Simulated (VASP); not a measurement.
# KBr (I4/mmm) in VASP: a series of runs

Runs on KBr. Level: r2SCAN. Tasks: single point.

Program: VASP 6.6.1. These are calculated values, not measurements. Logs are shortened: lines on timing, memory, paths and dates and some standing lists are left out, and cuts for length are marked.

### Step 1. The cell of the first run

The structure is tetragonal, space group I4/mmm (No. 139). The conventional cell has a = 4.540 Å, b = 4.540 Å, c = 6.256 Å, α = 90.00°, β = 90.00°, γ = 90.00°. K (site symmetry 4/mmm) has 6 Br at 3.13 to 3.21 Å within 4.1 Å. Within 4.1 Å of Br (site symmetry 4/mmm) lie 6 K at 3.13 to 3.21 Å.

### Step 2. Single point, r2SCAN (strain -0.025 along x and y, -0.050 along z)

POSCAR reads:

```
KBr
1.0
    0.0000000000      3.2101875000      3.1278750000
    3.2101875000      0.0000000000      3.1278750000
    3.2101875000      3.2101875000      0.0000000000
K Br
1 1
Direct
    0.0000000000      0.0000000000      0.0000000000
    0.5000000000      0.5000000000      0.5000000000
```

INCAR.step1 reads:

```
ALGO     = Normal         # electronic algorithm
EDIFF    = 1E-4           # SCF threshold, eV
ENCUT    = 520            # plane-wave cutoff, eV
GGA      = PE             # functional
ISMEAR   = 0              # smearing method
LASPH    = True           # aspherical terms in the spheres
LCHARG   = False          # write CHGCAR
LREAL    = False          # projectors in reciprocal space
LWAVE    = True           # write WAVECAR
NBANDS   = 15             # bands
NELM     = 60             # most SCF steps
PREC     = Accurate       # precision mode
SIGMA    = 0.05           # smearing width, eV
```

INCAR.step2 reads:

```
ALGO     = Normal         # electronic algorithm
EDIFF    = 1E-6           # SCF threshold, eV
ENCUT    = 520            # plane-wave cutoff, eV
ISIF     = 2              # what is computed and relaxed
ISMEAR   = 0              # smearing method
ISTART   = 1            
LASPH    = True           # aspherical terms in the spheres
LCHARG   = True           # write CHGCAR
LELF     = True           # ELF
LMIXTAU  = True         
LREAL    = False          # projectors in reciprocal space
LVHAR    = True         
LWAVE    = False          # write WAVECAR
METAGGA  = R2SCAN         # meta-GGA
NBANDS   = 15             # bands
NELM     = 60             # most SCF steps
PREC     = Accurate       # precision mode
SIGMA    = 0.05           # smearing width, eV
```

KPOINTS reads:

```
k-points
0
Gamma
  6 6 6
```

Potentials or basis: VASP PAW PBE potentials, release 64 (K_sv, Br).

Started as:

```sh
cat potpaw_PBE.64/K_sv/POTCAR potpaw_PBE.64/Br/POTCAR > POTCAR
cp INCAR.step1 INCAR
mpirun -np 1 vasp_std > vasp.out
cp INCAR.step2 INCAR
mpirun -np 1 vasp_std > vasp.out
```

OUTCAR:

```text
EDIFF = 1E-6
   ENCUT = 520
   ISIF = 2
   ISMEAR = 0
   ISTART = 1
   LASPH = True
   LREAL = False
   METAGGA = R2SCAN
   NELM = 60
   PREC = Accurate

 ion  position               nearest neighbor table
   1  0.000  0.000  0.000-   2 3.13   2 3.13   2 3.21   2 3.21   2 3.21   2 3.21
   2  0.500  0.500  0.500-   1 3.13   1 3.13   1 3.21   1 3.21   1 3.21   1 3.21

  LATTYP: Found a body centered tetragonal cell.
 ALAT       =     4.5398907003
 C/A-ratio  =     1.3779516762

  Lattice vectors:

 A1 = (   0.0000000000,  -3.2101875000,  -3.1278750000)
 A2 = (   0.0000000000,   3.2101875000,  -3.1278750000)
 A3 = (   3.2101875000,   0.0000000000,   3.1278750000)

Analysis of symmetry for initial positions (statically):
=====================================================================
 Subroutine PRICEL returns:
 Original cell was already a primitive cell.

 Routine SETGRP: Setting up the symmetry group for a
 body centered tetragonal supercell.

 Subroutine GETGRP returns: Found 16 space group operations
 (whereof 16 operations were pure point group operations)
 out of a pool of 16 trial point group operations.

The static configuration has the point symmetry D_4h.

Analysis of symmetry for dynamics (positions and initial velocities):
=====================================================================
 Subroutine PRICEL returns:
 Original cell was already a primitive cell.

 Routine SETGRP: Setting up the symmetry group for a
 body centered tetragonal supercell.

 Subroutine GETGRP returns: Found 16 space group operations
 (whereof 16 operations were pure point group operations)
 out of a pool of 16 trial point group operations.

The dynamic configuration has the point symmetry D_4h.

 Subroutine INISYM returns: Found 16 space group operations
 (whereof 16 operations are pure point group operations),
 and found     1 'primitive' translations

----------------------------------------------------------------------------------------

                                     Primitive cell

  volume of cell :      64.4674

  direct lattice vectors                    reciprocal lattice vectors
     0.000000000  3.210187500  3.127875000    -0.155754142  0.155754142  0.159852935
     3.210187500  0.000000000  3.127875000     0.155754142 -0.155754142  0.159852935
     3.210187500  3.210187500  0.000000000     0.155754142  0.155754142 -0.159852935

  length of vectors
     4.482064904  4.482064904  4.539890700     0.272161104  0.272161104  0.272161104

  position of ions in fractional coordinates (direct lattice)
     0.000000000  0.000000000  0.000000000
     0.500000000  0.500000000  0.500000000

  ion indices of the primitive-cell ions
   primitive index   ion index
                 1           1
                 2           2

----------------------------------------------------------------------------------------

 KPOINTS: k-points

Automatic generation of k-mesh.
 Grid dimensions read from file:
 generate k-points for:    6    6    6

 Generating k-lattice:

  Cartesian coordinates                     Fractional coordinates (reciprocal lattice)
    -0.025959024  0.025959024  0.026642156     0.166666667  0.000000000  0.000000000
     0.025959024 -0.025959024  0.026642156     0.000000000  0.166666667  0.000000000
     0.025959024  0.025959024 -0.026642156     0.000000000  0.000000000  0.166666667

  Length of vectors
     0.045360184  0.045360184  0.045360184

  Shift w.r.t. Gamma in fractional coordinates (k-lattice)
     0.000000000  0.000000000  0.000000000

 Subroutine IBZKPT returns following result:
 ===========================================

 Found     30 irreducible k-points:

 Following reciprocal coordinates:
            Coordinates               Weight
  0.000000  0.000000  0.000000      1.000000
  0.166667  0.000000  0.000000      8.000000
  0.333333  0.000000  0.000000      8.000000
  0.500000  0.000000  0.000000      4.000000
  0.166667  0.166667  0.000000      2.000000
  0.333333  0.166667  0.000000      8.000000
[... 16 lines left out ...]
  0.333333  0.000000  0.333333      4.000000
  0.500000  0.000000  0.333333     16.000000
 [... further k-points ...]
   k-points           NKPTS =     30   k-points in BZ     NKDIM =     30   number of bands    NBANDS=     15
   number of dos      NEDOS =    301   number of ions     NIONS =      2
   total plane-waves  NPLWV =  46656
   dimension x,y,z NGX =    36 NGY =   36 NGZ =   36
   dimension x,y,z NGXF=    72 NGYF=   72 NGZF=   72
   ions per type =               1   1
   NGX,Y,Z   is equivalent  to a cutoff of  13.35, 13.35, 13.18 a.u.
   NGXF,Y,Z  is equivalent  to a cutoff of  26.71, 26.71, 26.37 a.u.
 SYSTEM =  unknown system
   PREC   = accura    normal or accurate (medium, high low for compatibility)
   ISTART =      1    job   : 0-new  1-cont  2-samecut
   ICHARG =      0    charge: 1-file 2-atom 10-const
   ISPIN  =      1    spin polarized calculation?
   LNONCOLLINEAR =      F non collinear calculations
   LSORBIT =      F    spin-orbit coupling
   LASPH  =      T    aspherical Exc in radial PAW
   ENCUT  =  520.0 eV  38.22 Ry    6.18 a.u.   8.33  8.33  8.44*2*pi/ulx,y,z
   NELM   =     60;   NELMIN=  2; NELMDL=  0     # of ELM steps
   EDIFF  = 0.1E-05   stopping-criterion for ELM
   LREAL  =      F    real-space projection
   EDIFFG = 0.1E-04   stopping-criterion for IOM
   NSW    =      0    number of steps for IOM
   IBRION =     -1    ionic relax: 0-MD 1-quasi-New 2-CG
   NFREE  =      0    steps in history (QN), initial steepest desc. (CG)
   ISIF   =      2    stress and relaxation
   ISYM   =      2    0-nonsym 1-usesym 2-fastsym
   POTIM  = 0.5000    time-step for ionic-motion
   TEBEG  =    0.0;   TEEND  =   0.0 temperature during run
   PSTRESS=    0.0 pullay stress
   NELECT =      16.0000    total number of electrons
   NUPDOWN=      -1.0000    fix difference up-down
   EMIN   =  10.00;   EMAX   =-10.00  energy-range for DOS
   EFERMI =   0.00;   METHOD = LEGACY
   ISMEAR =     0;   SIGMA  =   0.05  broadening in eV -4-tet -1-fermi 0-gaus
   EFERMI_NEDOS =   21; number of points for ismear=-14 and -15
   IALGO  =     38    algorithm
   IMIX   =      4    mixing-type and parameters
     AMIX     =   0.40;   BMIX     =  1.00
     AMIX_MAG =   1.60;   BMIX_MAG =  1.00
  volume/ion in A,a.u.               =      32.23       217.52
  Fermi-wavevector in a.u.,A,eV,Ry     =   1.028809  1.944167 14.401059  1.058448
  Thomas-Fermi vector in A             =   2.162824
   LORBIT       =      0    0 simple, 1 ext, 2 COOP (PROOUT), +10 PAW based schemes
   METAGGA = R2SCAN    functional components
   LHFCALC =     F    Hartree Fock is set to
   AEXX    =    0.0000 exact exchange contribution
   IVDW    =     0    specifies the selected vdW correction
   LEPSILON=     F    determine dielectric tensor
   LRPA    =     F    only Hartree local field effects (RPA)
 non-spin polarized calculation
 Gauss-broadening in eV      SIGMA  =   0.05
  energy-cutoff  :      520.00
  volume of cell :       64.47
 maximum number of plane-waves:      1767
 NGX is ok and might be reduce to    36
   NGX = 17   NGY = 17   NGZ = 17

 number of electron      16.0000000 magnetization

 Free energy of the ion-electron system (eV)
  ---------------------------------------------------
  ext. energy  EPLUGINS =         0.00000000
  ---------------------------------------------------
  free energy    TOTEN  =       -23.19046231 eV

  energy without entropy =      -23.19046231  energy(sigma->0) =      -23.19046231

 E-fermi :  -1.4584     XC(G=0):  -8.2279

 val. band max:       -1.6587930322   @ k =   0.0000   0.0000   0.0000
 cond. band min:       3.7293985898   @ k =   0.0000   0.0000   0.0000
 fundamental gap:      5.3881916221
 Fermi energy:        -1.4583622029

 k-point     1 :       0.0000    0.0000    0.0000
  band No.  band energies     occupation
      1     -30.3474      2.00000
      2     -14.5613      2.00000
      3     -13.0674      2.00000
      4     -13.0622      2.00000
      5     -13.0622      2.00000
      6      -1.6907      2.00000
      7      -1.6907      2.00000
      8      -1.6588      2.00000
      9       3.7294      0.00000
     10       6.4865      0.00000
     11       6.4865      0.00000
     12       6.6626      0.00000
     13       7.5266      0.00000
     14       7.6726      0.00000
     15      10.6757      0.00000

 k-point     2 :       0.1667    0.0000    0.0000
  band No.  band energies     occupation
      1     -30.3449      2.00000
      2     -14.6222      2.00000
      3     -13.0657      2.00000
      4     -13.0647      2.00000
      5     -12.9759      2.00000
      6      -2.1082      2.00000
      7      -1.8046      2.00000
      8      -1.7865      2.00000
      9       4.4441      0.00000
     10       6.3947      0.00000
     11       6.8704      0.00000
     12       6.9770      0.00000
     13       7.9617      0.00000
     14       8.1244      0.00000
     15      11.7662      0.00000

 k-point     3 :       0.3333    0.0000    0.0000
  band No.  band energies     occupation
      1     -30.3399      2.00000
      2     -14.7284      2.00000
      3     -13.0698      2.00000
      4     -13.0667      2.00000
      5     -12.8129      2.00000
      6      -2.7916      2.00000
      7      -2.0163      2.00000
      8      -2.0043      2.00000
      9       5.4240      0.00000
     10       6.9322      0.00000
     11       7.8975      0.00000
     12       7.9758      0.00000
     13       9.0545      0.00000
     14       9.2505      0.00000
     15      11.2905      0.00000
[... 343 lines left out ...]
 k-point    23 :       0.3333    0.0000    0.3333
  band No.  band energies     occupation
      1     -30.3380      2.00000
      2     -14.5470      2.00000
      3     -13.1103      2.00000
      4     -13.0977      2.00000
      5     -13.0384      2.00000
      6      -2.6513      2.00000
      7      -1.9344      2.00000
      8      -1.9227      2.00000
      9       4.8786      0.00000
     10       6.0439      0.00000
     11       8.3645      0.00000
     12       9.1423      0.00000
     13       9.2377      0.00000
     14       9.3280      0.00000
     15      10.5634      0.00000

 k-point    24 :       0.5000    0.0000    0.3333
  band No.  band energies     occupation
      1     -30.3356      2.00000
      2     -14.5314      2.00000
      3     -13.1557      2.00000
      4     -13.1043      2.00000
      5     -13.0187      2.00000
      6      -2.6329      2.00000
      7      -2.1793      2.00000
      8      -2.0203      2.00000
      9       5.0548      0.00000
     10       7.0221      0.00000
     11       8.3620      0.00000
     12       8.9207      0.00000
     13       9.3390      0.00000
     14       9.8929      0.00000
     15      10.4896      0.00000

 [... further k-points ...]

------------------------ aborting loop because EDIFF is reached ----------------------------------------

  FORCE on cell =-STRESS in cart. coord.  units (eV):
  Direction    XX          YY          ZZ          XY          YZ          ZX
  --------------------------------------------------------------------------------------
  -------------------------------------------------------------------------------------
  Total        0.7689243      0.7689243      1.4237541      0.0000000      0.0000000      0.0000000
  in kB       19.1097043     19.1097043     35.3838755      0.0000000      0.0000000      0.0000000
  external PRESSURE =      24.5344280 kB  Pullay stress =       0.0000000 kB

 VOLUME and BASIS-vectors are now :
 -----------------------------------------------------------------------------
  energy-cutoff  :      520.00
  volume of cell :       64.47
      direct lattice vectors                 reciprocal lattice vectors
     0.000000000  3.210187500  3.127875000    -0.155754142  0.155754142  0.159852935
     3.210187500  0.000000000  3.127875000     0.155754142 -0.155754142  0.159852935
     3.210187500  3.210187500  0.000000000     0.155754142  0.155754142 -0.159852935

 POSITION                                       TOTAL-FORCE (eV/Angst)
 -----------------------------------------------------------------------------------
      0.00000      0.00000      0.00000        -0.000000      0.000000      0.000000
      3.21019      3.21019      3.12787         0.000000     -0.000000     -0.000000
 -----------------------------------------------------------------------------------
    total drift:                                0.000000      0.000000      0.000000

  FREE ENERGIE OF THE ION-ELECTRON SYSTEM (eV)
  ---------------------------------------------------
  free  energy   TOTEN  =       -23.1904623136 eV

  energy  without entropy=      -23.1904623136  energy(sigma->0) =      -23.19046231
```

Run time: 44 s. Hardware: 1 thread of Intel Xeon 6975P-C (Granite Rapids), shared host; peak memory 0.22 GiB.

What came out:

```
Free energy            : -23.1905 eV
Pressure               : 2.5 GPa
Band gap on the k mesh : 5.39 eV, direct
```

Stress tensor (GPa, compression positive):
```
1.91 0.00 0.00
0.00 1.91 0.00
0.00 0.00 3.54
```

Levels at points of the mesh, in eV from the valence-band top:
```tsv
k point	band 6	band 7	band 8	band 9	band 10	band 11
(0.00, 0.00, 0.00)	-0.03	-0.03	0.00	5.39	8.15	8.15
(0.50, 0.00, 0.00)	-1.42	-0.46	-0.45	7.34	9.24	10.79
(0.50, 0.50, 0.00)	-0.92	-0.38	-0.38	6.15	8.44	10.39
(0.50, 0.00, 0.50)	-0.98	-0.33	-0.33	6.20	8.43	10.32
```

Caveat: the cell differs from its parent crystal (strain -0.025 along x and y, -0.050 along z); the PAW data sets were made with another functional, which shifts forces and pressure a little.

(Continued in part 2 of 2.)
